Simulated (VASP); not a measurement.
# GaP in VASP: single point with PBE

Aim: the single point of GaP with PBE.

All numbers are computed with VASP 6.6.1; they aren't measurements. Logs are shortened: lines on timing, memory, paths and dates and some standing lists are left out, and cuts for length are marked.

### 1 The cell of the first run

The cell holds a slab with vacuum, 16 atoms: a = 7.785 Å, b = 5.505 Å, c = 22.839 Å, α = 90.00°, β = 90.00°, γ = 90.00°.

### 2 Single point, PBE

File INCAR:

```
ALGO = Normal
DIPOL = 0.5 0.5 0.500
EDIFF = 1E-6
ENCUT = 400
GGA = PE
GGA_COMPAT = False
IDIPOL = 3
ISIF = 2
ISMEAR = 0
LASPH = True
LCHARG = True
LDIPOL = True
LELF = True
LREAL = False
LVACPOTAV = True
LVHAR = True
LWAVE = False
NBANDS = 86
NELM = 120
NELMDL = -8
PREC = Accurate
SIGMA = 0.05
```

File KPOINTS:

```
k-points
0
Gamma
  4 5 1
```

File POSCAR:

```
GaP
1.0
    7.7853497811      0.0000000000      0.0000000000
    0.0000000000      5.5050736241      0.0000000000
    0.0000000000      0.0000000000     22.8390123358
Ga P
8 8
Direct
    0.2500000000      0.5000000000      0.3721702092
    0.7500000000      0.5000000000      0.3721702092
    0.5000000000      0.0000000000      0.4573900697
    0.0000000000      0.0000000000      0.4573900697
    0.7500000000      0.5006547803      0.5468219403
    0.2500000000      0.5006547803      0.5468219403
    0.0000000000     -0.0636923102      0.6108235370
    0.5000000000     -0.0636923102      0.6108235370
    0.5000000000      0.2500000000      0.3721702092
    0.0000000000      0.2500000000      0.3721702092
    0.7500000000      0.7500000000      0.4573900697
    0.2500000000      0.7500000000      0.4573900697
    0.0000000000      0.2542376288      0.5433681056
    0.5000000000      0.2542376288      0.5433681056
    0.2500000000      0.7254216799      0.6364495925
    0.7500000000      0.7254216799      0.6364495925
```

Potentials or basis: VASP PAW PBE potentials, release 64 (Ga_d, P).

Command:

```bash
> cat potpaw_PBE.64/Ga_d/POTCAR potpaw_PBE.64/P/POTCAR > POTCAR
> mpirun -np 1 vasp_std > vasp.out
```

OUTCAR:

```text
EDIFF = 1E-6
   ENCUT = 400
   GGA = PE
   ISIF = 2
   ISMEAR = 0
   LASPH = True
   LREAL = False
   NELM = 120
   NELMDL = -8
   PREC = Accurate

 ion  position               nearest neighbor table
   1  0.250  0.500  0.372-  12 2.38  10 2.38   9 2.38
   2  0.750  0.500  0.372-  11 2.38  10 2.38   9 2.38
   3  0.500  0.000  0.457-   9 2.38  11 2.38  12 2.38  14 2.41
   4  0.000  0.000  0.457-  10 2.38  11 2.38  12 2.38  13 2.41
   5  0.750  0.501  0.547-  13 2.37  14 2.37  16 2.39  11 2.46
   6  0.250  0.501  0.547-  13 2.37  14 2.37  15 2.39  12 2.46
   7  0.000  0.936  0.611-  13 2.33  15 2.34  16 2.34
   8  0.500  0.936  0.611-  14 2.33  15 2.34  16 2.34
   9  0.500  0.250  0.372-   3 2.38   2 2.38   1 2.38
  10  0.000  0.250  0.372-   4 2.38   2 2.38   1 2.38
  11  0.750  0.750  0.457-   2 2.38   3 2.38   4 2.38   5 2.46
  12  0.250  0.750  0.457-   1 2.38   3 2.38   4 2.38   6 2.46
  13  0.000  0.254  0.543-   7 2.33   6 2.37   5 2.37   4 2.41
  14  0.500  0.254  0.543-   8 2.33   6 2.37   5 2.37   3 2.41
  15  0.250  0.725  0.636-   7 2.34   8 2.34   6 2.39
  16  0.750  0.725  0.636-   7 2.34   8 2.34   5 2.39

  LATTYP: Found a simple orthorhombic cell.
 ALAT       =     5.5050736241
 B/A-ratio  =     1.4142135624
 C/A-ratio  =     4.1487205976

  Lattice vectors:

 A1 = (   0.0000000000,  -5.5050736241,   0.0000000000)
 A2 = (   7.7853497811,   0.0000000000,   0.0000000000)
 A3 = (   0.0000000000,   0.0000000000,  22.8390123358)

Analysis of symmetry for initial positions (statically):
=====================================================================
 Subroutine PRICEL returns following result:

  LATTYP: Found a simple orthorhombic cell.
 ALAT       =     3.8926748906
 B/A-ratio  =     1.4142135624
 C/A-ratio  =     5.8671769356

  Lattice vectors:

 A1 = (   3.8926748906,   0.0000000000,   0.0000000000)
 A2 = (   0.0000000000,   5.5050736241,   0.0000000000)
 A3 = (   0.0000000000,   0.0000000000,  22.8390123358)

   2 primitive cells build up your supercell.

 Routine SETGRP: Setting up the symmetry group for a
 simple orthorhombic supercell.

 Subroutine GETGRP returns: Found  2 space group operations
 (whereof  2 operations were pure point group operations)
 out of a pool of  8 trial point group operations.

The static configuration has the point symmetry C_1h.

Analysis of symmetry for dynamics (positions and initial velocities):
=====================================================================
 Subroutine PRICEL returns following result:

  LATTYP: Found a simple orthorhombic cell.
 ALAT       =     3.8926748906
 B/A-ratio  =     1.4142135624
 C/A-ratio  =     5.8671769356

  Lattice vectors:

 A1 = (   3.8926748906,   0.0000000000,   0.0000000000)
 A2 = (   0.0000000000,   5.5050736241,   0.0000000000)
 A3 = (   0.0000000000,   0.0000000000,  22.8390123358)

   2 primitive cells build up your supercell.

 Routine SETGRP: Setting up the symmetry group for a
 simple orthorhombic supercell.

 Subroutine GETGRP returns: Found  2 space group operations
 (whereof  2 operations were pure point group operations)
 out of a pool of  8 trial point group operations.

The dynamic configuration has the point symmetry C_1h.

 Subroutine INISYM returns: Found  2 space group operations
 (whereof  2 operations are pure point group operations),
 and found     2 'primitive' translations

----------------------------------------------------------------------------------------

                                     Primitive cell

  volume of cell :     489.4277

  direct lattice vectors                    reciprocal lattice vectors
     3.892674891  0.000000000  0.000000000     0.256892761  0.000000000  0.000000000
     0.000000000  5.505073624  0.000000000     0.000000000  0.181650613  0.000000000
     0.000000000  0.000000000 22.839012336     0.000000000  0.000000000  0.043784730

  length of vectors
     3.892674891  5.505073624 22.839012336     0.256892761  0.181650613  0.043784730

  position of ions in fractional coordinates (direct lattice)
     0.500000000  0.500000000  0.372170209
     0.000000000  0.000000000  0.457390070
     0.500000000  0.500654780  0.546821940
     0.000000000  0.936307690  0.610823537
     0.000000000  0.250000000  0.372170209
     0.500000000  0.750000000  0.457390070
     0.000000000  0.254237629  0.543368106
     0.500000000  0.725421680  0.636449592

  ion indices of the primitive-cell ions
   primitive index   ion index
                 1           1
                 2           3
                 3           6
                 4           7
                 5           9
                 6          12
                 7          13
                 8          15

----------------------------------------------------------------------------------------

 KPOINTS: k-points

Automatic generation of k-mesh.
 Grid dimensions read from file:
 generate k-points for:    4    5    1

 Generating k-lattice:

  Cartesian coordinates                     Fractional coordinates (reciprocal lattice)
     0.032111595  0.000000000  0.000000000     0.250000000  0.000000000  0.000000000
     0.000000000  0.036330123  0.000000000     0.000000000  0.200000000  0.000000000
     0.000000000  0.000000000  0.043784730     0.000000000  0.000000000  1.000000000

  Length of vectors
     0.032111595  0.036330123  0.043784730

  Shift w.r.t. Gamma in fractional coordinates (k-lattice)
     0.000000000  0.000000000  0.000000000

 Subroutine IBZKPT returns following result:
 ===========================================

 Found      9 irreducible k-points:

 Following reciprocal coordinates:
            Coordinates               Weight
  0.000000  0.000000  0.000000      1.000000
  0.250000  0.000000  0.000000      2.000000
  0.500000  0.000000  0.000000      1.000000
  0.000000  0.200000  0.000000      2.000000
  0.250000  0.200000  0.000000      4.000000
  0.500000  0.200000  0.000000      2.000000
  0.000000  0.400000  0.000000      2.000000
  0.250000  0.400000  0.000000      4.000000
  0.500000  0.400000  0.000000      2.000000
   k-points           NKPTS =      9   k-points in BZ     NKDIM =      9   number of bands    NBANDS=     86
   number of dos      NEDOS =    301   number of ions     NIONS =     16
   total plane-waves  NPLWV = 291600
   dimension x,y,z NGX =    54 NGY =   36 NGZ =  150
   dimension x,y,z NGXF=   108 NGYF=   72 NGZF=  300
   ions per type =               8   8
   NGX,Y,Z   is equivalent  to a cutoff of  11.53, 10.87, 10.92 a.u.
   NGXF,Y,Z  is equivalent  to a cutoff of  23.06, 21.74, 21.84 a.u.
 SYSTEM =  unknown system
   PREC   = accura    normal or accurate (medium, high low for compatibility)
   ISTART =      0    job   : 0-new  1-cont  2-samecut
   ICHARG =      2    charge: 1-file 2-atom 10-const
   ISPIN  =      1    spin polarized calculation?
   LNONCOLLINEAR =      F non collinear calculations
   LSORBIT =      F    spin-orbit coupling
   LASPH  =      T    aspherical Exc in radial PAW
   ENCUT  =  400.0 eV  29.40 Ry    5.42 a.u.  12.70  8.98 37.24*2*pi/ulx,y,z
   NELM   =    120;   NELMIN=  2; NELMDL= -8     # of ELM steps
   EDIFF  = 0.1E-05   stopping-criterion for ELM
   LREAL  =      F    real-space projection
   EDIFFG = 0.1E-04   stopping-criterion for IOM
   NSW    =      0    number of steps for IOM
   IBRION =     -1    ionic relax: 0-MD 1-quasi-New 2-CG
   NFREE  =      0    steps in history (QN), initial steepest desc. (CG)
   ISIF   =      2    stress and relaxation
   ISYM   =      2    0-nonsym 1-usesym 2-fastsym
   POTIM  = 0.5000    time-step for ionic-motion
   TEBEG  =    0.0;   TEEND  =   0.0 temperature during run
   PSTRESS=    0.0 pullay stress
   NELECT =     144.0000    total number of electrons
   NUPDOWN=      -1.0000    fix difference up-down
   EMIN   =  10.00;   EMAX   =-10.00  energy-range for DOS
   EFERMI =   0.00;   METHOD = LEGACY
   ISMEAR =     0;   SIGMA  =   0.05  broadening in eV -4-tet -1-fermi 0-gaus
   EFERMI_NEDOS =   21; number of points for ismear=-14 and -15
   IALGO  =     38    algorithm
   IMIX   =      4    mixing-type and parameters
     AMIX     =   0.40;   BMIX     =  1.00
     AMIX_MAG =   1.60;   BMIX_MAG =  1.00
  volume/ion in A,a.u.               =      61.18       412.85
  Fermi-wavevector in a.u.,A,eV,Ry     =   0.864217  1.633133 10.161797  0.746871
  Thomas-Fermi vector in A             =   1.982281
   LORBIT       =      0    0 simple, 1 ext, 2 COOP (PROOUT), +10 PAW based schemes
   GGA     = PE    functional components
   LHFCALC =     F    Hartree Fock is set to
   AEXX    =    0.0000 exact exchange contribution
   IVDW    =     0    specifies the selected vdW correction
   LEPSILON=     F    determine dielectric tensor
   LRPA    =     F    only Hartree local field effects (RPA)
 non-spin polarized calculation
 Gauss-broadening in eV      SIGMA  =   0.05
  energy-cutoff  :      400.00
  volume of cell :      978.86
 maximum number of plane-waves:     17830
 NGX is ok and might be reduce to    54
   NGX = 25   NGY = 17   NGZ = 75

 number of electron     144.0000055 magnetization

 dipolmoment           0.000000      0.000000      0.036082 electrons x Angstroem

 Free energy of the ion-electron system (eV)
  ---------------------------------------------------
  ext. energy  EPLUGINS =         0.00000000
  ---------------------------------------------------
  free energy    TOTEN  =       -67.69981813 eV

  energy without entropy =      -67.69981813  energy(sigma->0) =      -67.69981813

 E-fermi :  -1.6959     XC(G=0):  -3.9736

 val. band max:       -1.9391527383   @ k =   0.0000   0.0000   0.0000
 cond. band min:      -1.0345082784   @ k =   0.0000   0.4000   0.0000
 fundamental gap:      0.9046444599
 Fermi energy:        -1.6959185471

 k-point     1 :       0.0000    0.0000    0.0000
  band No.  band energies     occupation
      1     -16.6612      2.00000
      2     -16.6478      2.00000
      3     -16.5757      2.00000
      4     -16.5667      2.00000
      5     -16.5643      2.00000
      6     -16.5451      2.00000
[... 772 lines left out ...]
     83       2.5218      0.00000
     84       2.5218      0.00000
 [bands above 84 left out]

------------------------ aborting loop because EDIFF is reached ----------------------------------------

  FORCE on cell =-STRESS in cart. coord.  units (eV):
  Direction    XX          YY          ZZ          XY          YZ          ZX
  --------------------------------------------------------------------------------------
  -------------------------------------------------------------------------------------
  Total       -4.3402857     -3.2886464     -0.9328254      0.0000000      3.2494249      0.0000000
  in kB       -7.1041206     -5.3828116     -1.5268360      0.0000000      5.3186144      0.0000000
  external PRESSURE =      -4.6712561 kB  Pullay stress =       0.0000000 kB

 VOLUME and BASIS-vectors are now :
 -----------------------------------------------------------------------------
  energy-cutoff  :      400.00
  volume of cell :      978.86
      direct lattice vectors                 reciprocal lattice vectors
     7.785349781  0.000000000  0.000000000     0.128446380  0.000000000  0.000000000
     0.000000000  5.505073624  0.000000000     0.000000000  0.181650613  0.000000000
     0.000000000  0.000000000 22.839012336     0.000000000  0.000000000  0.043784730

 POSITION                                       TOTAL-FORCE (eV/Angst)
 -----------------------------------------------------------------------------------
      1.94634      2.75254      8.50000         0.000000     -1.223812      1.447123
      5.83901      2.75254      8.50000         0.000000     -1.223812      1.447123
      3.89267      0.00000     10.44634        -0.000000      0.357512      0.095721
      0.00000      0.00000     10.44634        -0.000000      0.357512      0.095721
      5.83901      2.75614     12.48887        -0.000000      0.000911      0.004958
      1.94634      2.75614     12.48887        -0.000000      0.000911      0.004958
[... 8 lines left out ...]
      1.94634      3.99350     14.53588        -0.000000      0.004911     -0.001317
      5.83901      3.99350     14.53588        -0.000000      0.004911     -0.001317
 -----------------------------------------------------------------------------------
    total drift:                                0.000000     -0.000556      0.002198

  FREE ENERGIE OF THE ION-ELECTRON SYSTEM (eV)
  ---------------------------------------------------
  free  energy   TOTEN  =       -67.6998181306 eV

  energy  without entropy=      -67.6998181306  energy(sigma->0) =      -67.69981813

 vacuum level on the upper side and lower side of the slab         3.278         3.126
```

Run time: 24 min. Hardware: 1 thread of Intel Xeon Platinum 8259CL at 2.50GHz (Skylake/Cascade Lake), shared host; peak memory 0.81 GiB.

Results:

```yaml
Free_energy: -67.6998 eV
Largest_force: 1.895 eV/Å
Band_gap_on_the_k_mesh: 0.90 eV
```

Forces on the atoms (eV/Å):
```
Ga   0.000 -1.224  1.447
Ga   0.000 -1.224  1.447
Ga   0.000  0.358  0.096
Ga   0.000  0.358  0.096
Ga   0.000  0.001  0.005
Ga   0.000  0.001  0.005
Ga   0.000 -0.003  0.001
Ga   0.000 -0.003  0.001
P    0.000  0.392 -1.322
P    0.000  0.392 -1.322
P    0.000  0.475 -0.224
P    0.000  0.475 -0.224
P    0.000 -0.004 -0.001
P    0.000 -0.004 -0.001
P    0.000  0.005 -0.001
P    0.000  0.005 -0.001
```

Levels at points of the mesh, in eV from the valence-band top:
```tsv
k point	band 69	band 70	band 71	band 72	band 73	band 74	band 75	band 76
(0.00, 0.00, 0.00)	-0.46	-0.17	-0.16	0.00	0.95	1.04	1.32	1.93
(0.50, 0.00, 0.00)	-0.85	-0.85	-0.19	-0.19	1.15	1.15	2.18	2.18
```
